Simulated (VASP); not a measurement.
# TaN (NiAs type) (P6_3/mmc) in VASP: a series of runs, part 2 of 2

VASP 6.6.1. The steps go on from the part before.

## Step 3: Single point, PBE

This run uses another cell than the first one, of 8.72 Å³/atom, 1.111 times its volume.

INCAR

```
SYSTEM = TaN
ALGO = Normal ; EDIFF = 1E-6
ENCUT = 520 ; GGA = PE
ISIF = 2 ; ISMEAR = -1
LASPH = .True. ; LCHARG = .False.
LREAL = .False. ; LWAVE = .False.
NBANDS = 24 ; NELM = 80
PREC = Accurate ; SIGMA = 0.08
```

KPOINTS

```
k-points
0
Gamma
  11 11 6
  0 0 0
```

POSCAR

```
TaN
1.0
    2.6900470788      0.0000000000      0.0000000000
   -1.3450235394      2.3296491076      0.0000000000
    0.0000000000      0.0000000000      5.5659387646
Ta N
2 2
Direct
    0.0000000000      0.0000000000      0.0000000000
    0.0000000000      0.0000000000      0.5000000000
    0.3333333333      0.6666666667      0.2500000000
    0.6666666667      0.3333333333      0.7500000000
```

Potentials or basis: VASP PAW PBE potentials, release 64 (Ta_pv, N).

The run is started by

```
$ cat potpaw_PBE.64/Ta_pv/POTCAR potpaw_PBE.64/N/POTCAR > POTCAR
$ mpirun -np 1 vasp_std > vasp.out
```

OUTCAR:

```text
SYSTEM = TaN
   EDIFF = 1E-6
   ENCUT = 520
   GGA = PE
   ISIF = 2
   ISMEAR = -1
   LASPH = .True.
   LREAL = .False.
   NELM = 80
   PREC = Accurate

 ion  position               nearest neighbor table
   1  0.000  0.000  0.000-   3 2.09   4 2.09   3 2.09   4 2.09   4 2.09   3 2.09   2 2.78   2 2.78

   2  0.000  0.000  0.500-   3 2.09   4 2.09   3 2.09   4 2.09   4 2.09   3 2.09   1 2.78   1 2.78

   3  0.333  0.667  0.250-   1 2.09   2 2.09   1 2.09   2 2.09   1 2.09   2 2.09
   4  0.667  0.333  0.750-   1 2.09   2 2.09   1 2.09   2 2.09   1 2.09   2 2.09

  LATTYP: Found a hexagonal cell.
 ALAT       =     2.6900470788
 C/A-ratio  =     2.0690860054

  Lattice vectors:

 A1 = (   2.6900470788,   0.0000000000,   0.0000000000)
 A2 = (  -1.3450235394,   2.3296491076,   0.0000000000)
 A3 = (   0.0000000000,   0.0000000000,   5.5659387646)

Analysis of symmetry for initial positions (statically):
=====================================================================
 Subroutine PRICEL returns:
 Original cell was already a primitive cell.

 Routine SETGRP: Setting up the symmetry group for a
 hexagonal supercell.

 Subroutine GETGRP returns: Found 24 space group operations
 (whereof 12 operations were pure point group operations)
 out of a pool of 24 trial point group operations.

The static configuration has the point symmetry D_3d.
 The point group associated with its full space group is D_6h.

Analysis of symmetry for dynamics (positions and initial velocities):
=====================================================================
 Subroutine PRICEL returns:
 Original cell was already a primitive cell.

 Routine SETGRP: Setting up the symmetry group for a
 hexagonal supercell.

 Subroutine GETGRP returns: Found 24 space group operations
 (whereof 12 operations were pure point group operations)
 out of a pool of 24 trial point group operations.

The dynamic configuration has the point symmetry D_3d.
 The point group associated with its full space group is D_6h.

 Subroutine INISYM returns: Found 24 space group operations
 (whereof 12 operations are pure point group operations),
 and found     1 'primitive' translations

----------------------------------------------------------------------------------------

                                     Primitive cell

  volume of cell :      34.8810

  direct lattice vectors                    reciprocal lattice vectors
     2.690047079  0.000000000  0.000000000     0.371740706  0.214624597  0.000000000
    -1.345023539  2.329649108  0.000000000     0.000000000  0.429249193  0.000000000
     0.000000000  0.000000000  5.565938765     0.000000000  0.000000000  0.179664212

  length of vectors
     2.690047079  2.690047079  5.565938765     0.429249193  0.429249193  0.179664212

  position of ions in fractional coordinates (direct lattice)
     0.000000000  0.000000000  0.000000000
     0.000000000  0.000000000  0.500000000
     0.333333333  0.666666667  0.250000000
     0.666666667  0.333333333  0.750000000

  ion indices of the primitive-cell ions
   primitive index   ion index
                 1           1
                 2           2
                 3           3
                 4           4

----------------------------------------------------------------------------------------

 KPOINTS: k-points

Automatic generation of k-mesh.
 Grid dimensions read from file:
 generate k-points for:   11   11    6

 Generating k-lattice:

  Cartesian coordinates                     Fractional coordinates (reciprocal lattice)
     0.033794610  0.019511327  0.000000000     0.090909091  0.000000000  0.000000000
     0.000000000  0.039022654  0.000000000     0.000000000  0.090909091  0.000000000
     0.000000000  0.000000000  0.029944035     0.000000000  0.000000000  0.166666667

  Length of vectors
     0.039022654  0.039022654  0.029944035

  Shift w.r.t. Gamma in fractional coordinates (k-lattice)
     0.000000000  0.000000000  0.000000000

 Subroutine IBZKPT returns following result:
 ===========================================

 Found     64 irreducible k-points:

 Following reciprocal coordinates:
            Coordinates               Weight
  0.000000  0.000000  0.000000      1.000000
  0.090909  0.000000  0.000000      6.000000
  0.181818  0.000000  0.000000      6.000000
  0.272727  0.000000  0.000000      6.000000
  0.363636  0.000000  0.000000      6.000000
  0.454545  0.000000  0.000000      6.000000
[... 16 lines left out ...]
  0.090909  0.090909  0.166667     12.000000
  0.181818  0.090909  0.166667     24.000000
 [... further k-points ...]
   k-points           NKPTS =     64   k-points in BZ     NKDIM =     64   number of bands    NBANDS=     24
   number of dos      NEDOS =    301   number of ions     NIONS =      4
   total plane-waves  NPLWV =  16800
   dimension x,y,z NGX =    20 NGY =   20 NGZ =   42
   dimension x,y,z NGXF=    40 NGYF=   40 NGZF=   84
   ions per type =               2   2
   NGX,Y,Z   is equivalent  to a cutoff of  12.36, 12.36, 12.54 a.u.
   NGXF,Y,Z  is equivalent  to a cutoff of  24.72, 24.72, 25.09 a.u.
 SYSTEM =  TaN
   PREC   = accura    normal or accurate (medium, high low for compatibility)
   ISTART =      0    job   : 0-new  1-cont  2-samecut
   ICHARG =      2    charge: 1-file 2-atom 10-const
   ISPIN  =      1    spin polarized calculation?
   LNONCOLLINEAR =      F non collinear calculations
   LSORBIT =      F    spin-orbit coupling
   LASPH  =      T    aspherical Exc in radial PAW
   ENCUT  =  520.0 eV  38.22 Ry    6.18 a.u.   5.00  5.00 10.35*2*pi/ulx,y,z
   NELM   =     80;   NELMIN=  2; NELMDL= -5     # of ELM steps
   EDIFF  = 0.1E-05   stopping-criterion for ELM
   LREAL  =      F    real-space projection
   EDIFFG = 0.1E-04   stopping-criterion for IOM
   NSW    =      0    number of steps for IOM
   IBRION =     -1    ionic relax: 0-MD 1-quasi-New 2-CG
   NFREE  =      0    steps in history (QN), initial steepest desc. (CG)
   ISIF   =      2    stress and relaxation
   ISYM   =      2    0-nonsym 1-usesym 2-fastsym
   POTIM  = 0.5000    time-step for ionic-motion
   TEBEG  =    0.0;   TEEND  =   0.0 temperature during run
   PSTRESS=    0.0 pullay stress
   NELECT =      32.0000    total number of electrons
   NUPDOWN=      -1.0000    fix difference up-down
   EMIN   =  10.00;   EMAX   =-10.00  energy-range for DOS
   EFERMI =   0.00;   METHOD = LEGACY
   ISMEAR =    -1;   SIGMA  =   0.08  broadening in eV -4-tet -1-fermi 0-gaus
   EFERMI_NEDOS =   21; number of points for ismear=-14 and -15
   IALGO  =     38    algorithm
   IMIX   =      4    mixing-type and parameters
     AMIX     =   0.40;   BMIX     =  1.00
     AMIX_MAG =   1.60;   BMIX_MAG =  1.00
  volume/ion in A,a.u.               =       8.72        58.85
  Fermi-wavevector in a.u.,A,eV,Ry     =   1.590725  3.006035 34.428282  2.530407
  Thomas-Fermi vector in A             =   2.689376
   LORBIT       =      0    0 simple, 1 ext, 2 COOP (PROOUT), +10 PAW based schemes
   GGA     = PE    functional components
   LHFCALC =     F    Hartree Fock is set to
   AEXX    =    0.0000 exact exchange contribution
   IVDW    =     0    specifies the selected vdW correction
   LEPSILON=     F    determine dielectric tensor
   LRPA    =     F    only Hartree local field effects (RPA)
 non-spin polarized calculation
  energy-cutoff  :      520.00
  volume of cell :       34.88
 maximum number of plane-waves:       957
 NGX is ok and might be reduce to    20
   NGX =  9   NGY =  9   NGZ = 21

 number of electron      31.9999995 magnetization

 Free energy of the ion-electron system (eV)
  ---------------------------------------------------
  ext. energy  EPLUGINS =         0.00000000
  ---------------------------------------------------
  free energy    TOTEN  =       -41.33016238 eV

  energy without entropy =      -41.31086727  energy(sigma->0) =      -41.32051482

 E-fermi :  10.5850     XC(G=0): -14.5557

 val. band max:       10.5560790983   @ k =   0.0909   0.0000   0.1667
 cond. band min:      10.6240782801   @ k =   0.0909   0.0000   0.0000
 fundamental gap:      0.0679991818
 Fermi energy:        10.5850365815

 k-point     1 :       0.0000    0.0000    0.0000
  band No.  band energies     occupation
      1     -25.3177      2.00000
      2     -23.8110      2.00000
      3     -23.1953      2.00000
      4     -23.1953      2.00000
      5     -23.0749      2.00000
      6     -23.0749      2.00000
[... 637 lines left out ...]
     23      17.8340      0.00000
     24      18.8474      0.00000

 [... further k-points ...]
[... 5 lines left out ...]
  --------------------------------------------------------------------------------------
  -------------------------------------------------------------------------------------
  Total       25.9812115     25.9812115     26.0632834      0.0000000      0.0000000      0.0000000
  in kB     1193.3866193   1193.3866193   1197.1563994      0.0000000      0.0000000      0.0000000
  external PRESSURE =    1194.6432127 kB  Pullay stress =       0.0000000 kB

 VOLUME and BASIS-vectors are now :
 -----------------------------------------------------------------------------
  energy-cutoff  :      520.00
  volume of cell :       34.88
      direct lattice vectors                 reciprocal lattice vectors
     2.690047079  0.000000000  0.000000000     0.371740706  0.214624597  0.000000000
    -1.345023539  2.329649108  0.000000000     0.000000000  0.429249193  0.000000000
     0.000000000  0.000000000  5.565938765     0.000000000  0.000000000  0.179664212

 POSITION                                       TOTAL-FORCE (eV/Angst)
 -----------------------------------------------------------------------------------
      0.00000      0.00000      0.00000         0.000000      0.000000      0.000000
      0.00000      0.00000      2.78297         0.000000      0.000000      0.000000
     -0.00000      1.55310      1.39148         0.000000      0.000000     -0.000000
      1.34502      0.77655      4.17445        -0.000000     -0.000000     -0.000000
 -----------------------------------------------------------------------------------
    total drift:                                0.000000     -0.000000      0.000000

  FREE ENERGIE OF THE ION-ELECTRON SYSTEM (eV)
  ---------------------------------------------------
  free  energy   TOTEN  =       -41.3301623801 eV

  energy  without entropy=      -41.3108672693  energy(sigma->0) =      -41.32051482
```

OSZICAR:

```text
N       E                     dE             d eps       ncg     rms          rms(c)
DAV:   1     0.276419445297E+03    0.27642E+03   -0.17302E+04  3072   0.145E+03
DAV:   2    -0.333022631976E+02   -0.30972E+03   -0.29388E+03  3664   0.426E+02
DAV:   3    -0.465660419058E+02   -0.13264E+02   -0.13116E+02  3904   0.863E+01
DAV:   4    -0.466944191886E+02   -0.12838E+00   -0.12815E+00  3368   0.878E+00
DAV:   5    -0.466957276252E+02   -0.13084E-02   -0.13082E-02  3904   0.755E-01    0.501E+01
DAV:   6    -0.414349815149E+02    0.52607E+01   -0.15694E+01  3736   0.318E+01    0.225E+01
DAV:   7    -0.413674615939E+02    0.67520E-01   -0.11023E+00  3344   0.751E+00    0.120E+01
DAV:   8    -0.413346875726E+02    0.32774E-01   -0.69227E-02  3928   0.200E+00    0.165E+00
DAV:   9    -0.413301612297E+02    0.45263E-02   -0.11917E-02  3608   0.720E-01    0.164E-01
DAV:  10    -0.413302464373E+02   -0.85208E-04   -0.10174E-03  3592   0.295E-01    0.107E-01
DAV:  11    -0.413301648117E+02    0.81626E-04   -0.15608E-04  3704   0.101E-01    0.872E-03
DAV:  12    -0.413301646180E+02    0.19366E-06   -0.12313E-05  3448   0.277E-02    0.846E-03
DAV:  13    -0.413301622857E+02    0.23323E-05   -0.60473E-07  2120   0.627E-03    0.224E-03
DAV:  14    -0.413301623801E+02   -0.94360E-07   -0.16622E-07  1784   0.385E-03
   1 F= -.41330162E+02 E0= -.41320515E+02  d E =-.192951E-01
```

Run time: 46 s. Hardware: 1 thread of Intel Xeon 6975P-C, shared host; peak memory 0.18 GiB.

Results:

- Free energy: -41.3302 eV
- Pressure: 119.5 GPa
- Band gap on the k mesh: zero (band 16 reaches 11.15 eV, above the bottom of band 17 at 9.87 eV)

Levels at points of the mesh, in eV from the Fermi level:
```csv
k point,band 14,band 15,band 16,band 17,band 18,band 19
"(0.00, 0.00, 0.00)",-2.12,-2.12,-0.37,-0.37,0.79,0.79
"(0.00, 0.00, 0.50)",-4.51,-1.02,-1.02,1.32,1.32,1.32
```

Caveat: spin-orbit coupling is left out, which moves the levels of the heavy elements.

## Step 4: Single point, PBE

This run uses another cell than the first one, of 9.59 Å³/atom, 1.222 times its volume.

INCAR

```
SYSTEM = TaN
  ALGO = Normal
  EDIFF = 1E-7
  ENCUT = 520
  GGA = PE
  ISIF = 2
  ISMEAR = -1
  LASPH = .TRUE.
  LCHARG = .TRUE.
  LELF = .TRUE.
  LREAL = .FALSE.
  LVHAR = .TRUE.
  LWAVE = .FALSE.
  NBANDS = 24
  NELM = 80
  PREC = Accurate
  SIGMA = 0.08
```

KPOINTS

```
k-points
0
G
  11 11 6
  0 0 0
```

POSCAR

```
TaN
1.0
    2.7855888308      0.0000000000      0.0000000000
   -1.3927944154      2.4123906920      0.0000000000
    0.0000000000      0.0000000000      5.7097467468
Ta N
2 2
Direct
    0.0000000000      0.0000000000      0.0000000000
    0.0000000000      0.0000000000      0.5000000000
    0.3333333333      0.6666666667      0.2500000000
    0.6666666667      0.3333333333      0.7500000000
```

The run is started by

```
$ cat potpaw_PBE.64/Ta_pv/POTCAR potpaw_PBE.64/N/POTCAR > POTCAR
$ mpirun -np 1 vasp_std > vasp.out
```

Run time: 56 s. Hardware: 1 thread of Intel Xeon 6975P-C, shared host; peak memory 0.2 GiB.

It converged, with:

```yaml
Free_energy: -43.1949 eV
Pressure: 56.2 GPa
Band_gap_on_the_k_mesh: zero (band 16 reaches 10.13 eV, above the bottom of band 17 at 8.91 eV)
```

Stress tensor (GPa, compression positive):
```
56.14  0.00  0.00
 0.00 56.14  0.00
 0.00  0.00 56.30
```

Levels at points of the mesh, in eV from the Fermi level:
```
           k point  band 13  band 14  band 15  band 16  band 17  band 18  band 19  band 20
(0.00, 0.00, 0.00)    -3.72    -2.10    -2.10    -0.31    -0.31     0.68     0.68     2.54
(0.00, 0.00, 0.50)    -4.24    -4.24    -0.86    -0.86     1.16     1.16     1.16     1.16
```

Caveat: spin-orbit coupling is left out, which moves the levels of the heavy elements.

## Step 5: Overview

| cell | gap on the mesh (eV) | pressure (GPa) |
| --- | --- | --- |
| a = 2.586, b = 2.586, c = 5.420 Å, angles 90.0, 90.0, 120.0°, 4 atoms | none | 219.0 |
| a = 2.690, b = 2.690, c = 5.566 Å, angles 90.0, 90.0, 120.0°, 4 atoms | none | 119.5 |
| a = 2.786, b = 2.786, c = 5.710 Å, angles 90.0, 90.0, 120.0°, 4 atoms | none | 56.2 |

Alike in all rows: task single point; level PBE; potentials or basis VASP PAW PBE potentials, release 64 (Ta_pv, N); no spin polarisation; k mesh 11 × 11 × 6; cutoff (eV) 520; smearing fermi-dirac 0.08 eV.

Caveats: spin-orbit coupling is left out, which moves the levels of the heavy elements.

Total energies depend on the potentials used, so only differences within one code and one set of settings carry meaning.
